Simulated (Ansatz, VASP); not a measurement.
**AlN: VASP beside Ansatz**

```
CELL_PARAMETERS angstrom
0.00000 2.19846 2.19846
2.19846 0.00000 2.19846
2.19846 2.19846 0.00000
ATOMIC_POSITIONS crystal
Al 0.00000 0.00000 0.00000
N 0.25000 0.25000 0.25000
```

Alike in both runs: task single point; functional B3LYP5; k mesh 5 × 5 × 5; occupations fermi-dirac, width 0.05 eV; no spin polarisation.

```csv
,VASP,Ansatz
version,VASP 6.6.1,Ansatz 0.2.0
potentials or method,"VASP PAW PBE potentials, release 64 (Al, N)",Ansatz PAW
plane-wave cutoff (eV),520,420
valence electrons in the cell,8,8
```

|  | VASP | Ansatz | Ansatz less VASP |
| --- | --- | --- | --- |
| gap on the k mesh at the Fermi level (eV) | 5.83 | 5.82 | -0.007 |
| least direct gap on the mesh (eV) | 5.99 | 5.99 | -0.004 |
| pressure (GPa) | -0.8 | -1.4 | -0.58 |

VASP's potentials were made for PBE, not for B3LYP5.

The k mesh is coarse, so the values compare programs but aren't converged. Noted on Ansatz's run: odd divisions of the mesh miss points on the zone boundary, where band edges often lie, so the gap on the mesh can be too wide.
